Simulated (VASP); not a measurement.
# Ga (Cmce) in VASP: notebook

The runs below take Ga through single point, with LDA.

Program: VASP 6.6.1. These are calculated values, not measurements. Logs are shortened: lines on timing, memory, paths and dates and some standing lists are left out, and cuts for length are marked.

### 1 The cell of the first run

Symmetry: Cmce, No. 64, orthorhombic system. Conventional cell: a = 4.436 Å, b = 7.484 Å, c = 4.425 Å, α = 90.00°, β = 90.00°, γ = 90.00°. Ga (site symmetry m) has 7 Ga at 2.45 to 2.74 Å within 3.2 Å.

### 2 Single point, LDA

The input, INCAR:

```
SYSTEM = Ga
ALGO = Normal
EDIFF = 1E-6
ENCUT = 520
GGA = CA
ISIF = 2
ISMEAR = -1
LASPH = .TRUE.
LCHARG = .TRUE.
LELF = .TRUE.
LREAL = .FALSE.
LVHAR = .TRUE.
LWAVE = .FALSE.
NBANDS = 34
NELM = 80
PREC = Accurate
SIGMA = 0.1
```

The input, KPOINTS:

```
k-points
0
G
  11 11 10
  0 0 0
```

The input, POSCAR:

```
Ga
1.0
    2.2178908184     -3.7419137515      0.0000000000
    2.2178908184      3.7419137515      0.0000000000
    0.0000000000      0.0000000000      4.4249628141
Ga
4
Direct
    0.8443628362      0.1556371638      0.0859373136
    0.6556371638      0.3443628362      0.5859373136
    0.1556371638      0.8443628362      0.9140626864
    0.3443628362      0.6556371638      0.4140626864
```

Potentials or basis: VASP PAW LDA potentials, release 64 (Ga_d).

Command:

```bash
$ cat potpaw_LDA.64/Ga_d/POTCAR > POTCAR
$ mpirun -np 1 vasp_std > vasp.out
```

OUTCAR:

```text
SYSTEM = Ga
   EDIFF = 1E-6
   ENCUT = 520
   GGA = CA
   ISIF = 2
   ISMEAR = -1
   LASPH = .TRUE.
   LREAL = .FALSE.
   NELM = 80
   PREC = Accurate

 ion  position               nearest neighbor table
   1  0.844  0.156  0.086-   3 2.45   2 2.62   2 2.62   4 2.65   4 2.65   3 2.74   3 2.74
   2  0.656  0.344  0.586-   4 2.45   1 2.62   1 2.62   3 2.65   3 2.65   4 2.74   4 2.74
   3  0.156  0.844  0.914-   1 2.45   4 2.62   4 2.62   2 2.65   2 2.65   1 2.74   1 2.74
   4  0.344  0.656  0.414-   2 2.45   3 2.62   3 2.62   1 2.65   1 2.65   2 2.74   2 2.74

  LATTYP: Found a base centered orthorhombic cell.
 ALAT       =     4.4357816368
 B/A-ratio  =     1.6871496651
 C/A-ratio  =     0.9975610110

  Lattice vectors:

 A1 = (   2.2178908184,  -3.7419137515,   0.0000000000)
 A2 = (   2.2178908184,   3.7419137515,   0.0000000000)
 A3 = (   0.0000000000,   0.0000000000,   4.4249628141)

Analysis of symmetry for initial positions (statically):
=====================================================================
 Subroutine PRICEL returns:
 Original cell was already a primitive cell.

 Routine SETGRP: Setting up the symmetry group for a
 base centered orthorhombic supercell.

 Subroutine GETGRP returns: Found  8 space group operations
 (whereof  4 operations were pure point group operations)
 out of a pool of  8 trial point group operations.

The static configuration has the point symmetry C_2h.
 The point group associated with its full space group is D_2h.

Analysis of symmetry for dynamics (positions and initial velocities):
=====================================================================
 Subroutine PRICEL returns:
 Original cell was already a primitive cell.

 Routine SETGRP: Setting up the symmetry group for a
 base centered orthorhombic supercell.

 Subroutine GETGRP returns: Found  8 space group operations
 (whereof  4 operations were pure point group operations)
 out of a pool of  8 trial point group operations.

The dynamic configuration has the point symmetry C_2h.
 The point group associated with its full space group is D_2h.

 Subroutine INISYM returns: Found  8 space group operations
 (whereof  4 operations are pure point group operations),
 and found     1 'primitive' translations

----------------------------------------------------------------------------------------

                                     Primitive cell

  volume of cell :      73.4469

  direct lattice vectors                    reciprocal lattice vectors
     2.217890818 -3.741913751  0.000000000     0.225439411 -0.133621466  0.000000000
     2.217890818  3.741913751  0.000000000     0.225439411  0.133621466  0.000000000
     0.000000000  0.000000000  4.424962814     0.000000000  0.000000000  0.225990600

  length of vectors
     4.349822779  4.349822779  4.424962814     0.262064160  0.262064160  0.225990600

  position of ions in fractional coordinates (direct lattice)
     0.844362836  0.155637164  0.085937314
     0.655637164  0.344362836  0.585937314
     0.155637164  0.844362836  0.914062686
     0.344362836  0.655637164  0.414062686

  ion indices of the primitive-cell ions
   primitive index   ion index
                 1           1
                 2           2
                 3           3
                 4           4

----------------------------------------------------------------------------------------

 KPOINTS: k-points

Automatic generation of k-mesh.
 Grid dimensions read from file:
 generate k-points for:   11   11   10

 Generating k-lattice:

  Cartesian coordinates                     Fractional coordinates (reciprocal lattice)
     0.020494492 -0.012147406  0.000000000     0.090909091  0.000000000  0.000000000
     0.020494492  0.012147406  0.000000000     0.000000000  0.090909091  0.000000000
     0.000000000  0.000000000  0.022599060     0.000000000  0.000000000  0.100000000

  Length of vectors
     0.023824015  0.023824015  0.022599060

  Shift w.r.t. Gamma in fractional coordinates (k-lattice)
     0.000000000  0.000000000  0.000000000

 Subroutine IBZKPT returns following result:
 ===========================================

 Found    216 irreducible k-points:

 Following reciprocal coordinates:
            Coordinates               Weight
  0.000000  0.000000  0.000000      1.000000
  0.090909 -0.000000  0.000000      4.000000
  0.181818  0.000000  0.000000      4.000000
  0.272727  0.000000  0.000000      4.000000
  0.363636  0.000000  0.000000      4.000000
  0.454545 -0.000000  0.000000      4.000000
[... 16 lines left out ...]
 -0.272727  0.181818  0.000000      4.000000
 -0.181818  0.181818  0.000000      2.000000
 [... further k-points ...]
   k-points           NKPTS =    216   k-points in BZ     NKDIM =    216   number of bands    NBANDS=     34
   number of dos      NEDOS =    301   number of ions     NIONS =      4
   total plane-waves  NPLWV =  36864
   dimension x,y,z NGX =    32 NGY =   32 NGZ =   36
   dimension x,y,z NGXF=    64 NGYF=   64 NGZF=   72
   ions per type =               4
   NGX,Y,Z   is equivalent  to a cutoff of  12.23, 12.23, 13.53 a.u.
   NGXF,Y,Z  is equivalent  to a cutoff of  24.46, 24.46, 27.05 a.u.
 SYSTEM =  Ga
   PREC   = accura    normal or accurate (medium, high low for compatibility)
   ISTART =      0    job   : 0-new  1-cont  2-samecut
   ICHARG =      2    charge: 1-file 2-atom 10-const
   ISPIN  =      1    spin polarized calculation?
   LNONCOLLINEAR =      F non collinear calculations
   LSORBIT =      F    spin-orbit coupling
   LASPH  =      T    aspherical Exc in radial PAW
   ENCUT  =  520.0 eV  38.22 Ry    6.18 a.u.   8.09  8.09  8.23*2*pi/ulx,y,z
   NELM   =     80;   NELMIN=  2; NELMDL= -5     # of ELM steps
   EDIFF  = 0.1E-05   stopping-criterion for ELM
   LREAL  =      F    real-space projection
   EDIFFG = 0.1E-04   stopping-criterion for IOM
   NSW    =      0    number of steps for IOM
   IBRION =     -1    ionic relax: 0-MD 1-quasi-New 2-CG
   NFREE  =      0    steps in history (QN), initial steepest desc. (CG)
   ISIF   =      2    stress and relaxation
   ISYM   =      2    0-nonsym 1-usesym 2-fastsym
   POTIM  = 0.5000    time-step for ionic-motion
   TEBEG  =    0.0;   TEEND  =   0.0 temperature during run
   PSTRESS=    0.0 pullay stress
   NELECT =      52.0000    total number of electrons
   NUPDOWN=      -1.0000    fix difference up-down
   EMIN   =  10.00;   EMAX   =-10.00  energy-range for DOS
   EFERMI =   0.00;   METHOD = LEGACY
   ISMEAR =    -1;   SIGMA  =   0.10  broadening in eV -4-tet -1-fermi 0-gaus
   EFERMI_NEDOS =   21; number of points for ismear=-14 and -15
   IALGO  =     38    algorithm
   IMIX   =      4    mixing-type and parameters
     AMIX     =   0.40;   BMIX     =  1.00
     AMIX_MAG =   1.60;   BMIX_MAG =  1.00
  volume/ion in A,a.u.               =      18.36       123.91
  Fermi-wavevector in a.u.,A,eV,Ry     =   1.459099  2.757297 28.966394  2.128970
  Thomas-Fermi vector in A             =   2.575706
   LORBIT       =      0    0 simple, 1 ext, 2 COOP (PROOUT), +10 PAW based schemes
   GGA     = CA    functional components
   LHFCALC =     F    Hartree Fock is set to
   AEXX    =    0.0000 exact exchange contribution
   IVDW    =     0    specifies the selected vdW correction
   LEPSILON=     F    determine dielectric tensor
   LRPA    =     F    only Hartree local field effects (RPA)
 non-spin polarized calculation
  energy-cutoff  :      520.00
  volume of cell :       73.45
 maximum number of plane-waves:      2004
   NGX = 17   NGY = 17   NGZ = 17

 number of electron      52.0000021 magnetization

 Free energy of the ion-electron system (eV)
  ---------------------------------------------------
  ext. energy  EPLUGINS =         0.00000000
  ---------------------------------------------------
  free energy    TOTEN  =       -14.44438620 eV

  energy without entropy =      -14.41833584  energy(sigma->0) =      -14.43136102

 E-fermi :   5.3230     XC(G=0): -11.2997

 val. band max:        5.3209751420   @ k =   0.0000   0.0000   0.4000
 cond. band min:       5.3366701235   @ k =  -0.3636   0.2727   0.4000
 fundamental gap:      0.0156949815
 Fermi energy:         5.3230065833

 k-point     1 :       0.0000    0.0000    0.0000
  band No.  band energies     occupation
      1      -9.9804      2.00000
      2      -9.9745      2.00000
      3      -9.9409      2.00000
      4      -9.9220      2.00000
      5      -9.8921      2.00000
      6      -9.8670      2.00000
[... 26 lines left out ...]
     33      12.4425      0.00000
     34      13.0438      0.00000

 k-point     2 :       0.0909   -0.0000    0.0000
  band No.  band energies     occupation
      1      -9.9830      2.00000
      2      -9.9703      2.00000
      3      -9.9434      2.00000
      4      -9.9256      2.00000
      5      -9.8841      2.00000
      6      -9.8656      2.00000
[... 26 lines left out ...]
     33      12.5903      0.00000
     34      13.0377      0.00000

 k-point     3 :       0.1818    0.0000    0.0000
  band No.  band energies     occupation
      1      -9.9864      2.00000
      2      -9.9590      2.00000
      3      -9.9516      2.00000
      4      -9.9337      2.00000
      5      -9.8718      2.00000
      6      -9.8543      2.00000
[... 26 lines left out ...]
     33      11.9761      0.00000
     34      12.8998      0.00000

 k-point     4 :       0.2727    0.0000    0.0000
  band No.  band energies     occupation
      1      -9.9861      2.00000
      2      -9.9600      2.00000
      3      -9.9509      2.00000
      4      -9.9340      2.00000
      5      -9.8736      2.00000
      6      -9.8525      2.00000
[... 26 lines left out ...]
     33      11.5978      0.00000
     34      12.8577      0.00000

 k-point     5 :       0.3636    0.0000    0.0000
  band No.  band energies     occupation
      1      -9.9849      2.00000
      2      -9.9597      2.00000
      3      -9.9563      2.00000
      4      -9.9176      2.00000
      5      -9.8861      2.00000
      6      -9.8808      2.00000
[... 621 lines left out ...]
 k-point    22 :      -0.3636    0.1818    0.0000
  band No.  band energies     occupation
      1      -9.9975      2.00000
      2      -9.9969      2.00000
      3      -9.9198      2.00000
      4      -9.9149      2.00000
      5      -9.9114      2.00000
      6      -9.8627      2.00000
[... 26 lines left out ...]
     33      12.0345      0.00000
     34      13.5365      0.00000

 k-point    23 :      -0.2727    0.1818    0.0000
  band No.  band energies     occupation
      1      -9.9964      2.00000
      2      -9.9848      2.00000
      3      -9.9292      2.00000
      4      -9.9201      2.00000
      5      -9.9010      2.00000
      6      -9.8767      2.00000
[... 26 lines left out ...]
     33      11.0886      0.00000
     34      12.3310      0.00000

 k-point    24 :      -0.1818    0.1818    0.0000
  band No.  band energies     occupation
      1      -9.9937      2.00000
      2      -9.9735      2.00000
      3      -9.9393      2.00000
      4      -9.9215      2.00000
      5      -9.8933      2.00000
      6      -9.8796      2.00000
[... 26 lines left out ...]
     33      11.1126      0.00000
     34      11.6739      0.00000

 [... further k-points ...]

------------------------ aborting loop because EDIFF is reached ----------------------------------------

  FORCE on cell =-STRESS in cart. coord.  units (eV):
  Direction    XX          YY          ZZ          XY          YZ          ZX
  --------------------------------------------------------------------------------------
  -------------------------------------------------------------------------------------
  Total        0.0733993      0.1493656      0.0871064      0.0000000     -0.0000000      0.0000000
  in kB        1.6011390      3.2582733      1.9001472      0.0000000     -0.0000000      0.0000000
  external PRESSURE =       2.2531865 kB  Pullay stress =       0.0000000 kB

 VOLUME and BASIS-vectors are now :
 -----------------------------------------------------------------------------
  energy-cutoff  :      520.00
  volume of cell :       73.45
      direct lattice vectors                 reciprocal lattice vectors
     2.217890818 -3.741913751  0.000000000     0.225439411 -0.133621466  0.000000000
     2.217890818  3.741913751  0.000000000     0.225439411  0.133621466  0.000000000
     0.000000000  0.000000000  4.424962814     0.000000000  0.000000000  0.225990600

 POSITION                                       TOTAL-FORCE (eV/Angst)
 -----------------------------------------------------------------------------------
      2.21789     -2.57715      0.38027         0.000000      0.033310     -0.003998
      2.21789     -1.16476      2.59275         0.000000     -0.033310     -0.003998
      2.21789      2.57715      4.04469         0.000000     -0.033310      0.003998
      2.21789      1.16476      1.83221         0.000000      0.033310      0.003998
 -----------------------------------------------------------------------------------
    total drift:                                0.000000     -0.000000      0.000000

  FREE ENERGIE OF THE ION-ELECTRON SYSTEM (eV)
  ---------------------------------------------------
  free  energy   TOTEN  =       -14.4443861978 eV

  energy  without entropy=      -14.4183358373  energy(sigma->0) =      -14.43136102
```

Wall time 5.7 min (1 thread of Intel Xeon Platinum 8488C (Sapphire Rapids), shared host); peak memory 0.44 GiB.

Results:

```yaml
Free_energy: -14.4444 eV
Pressure: 0.2 GPa
Largest_force: 0.034 eV/Å
Band_gap_on_the_k_mesh: zero (bands 26 and 27 overlap by 1.39 eV)
```

Forces on the atoms (eV/Å):
```
Ga   0.000  0.033 -0.004
Ga   0.000 -0.033 -0.004
Ga   0.000 -0.033  0.004
Ga   0.000  0.033  0.004
```

Stress tensor (GPa, compression positive):
```
0.16 0.00 0.00
0.00 0.33 0.00
0.00 0.00 0.19
```

(Continued in part 2 of 2.)
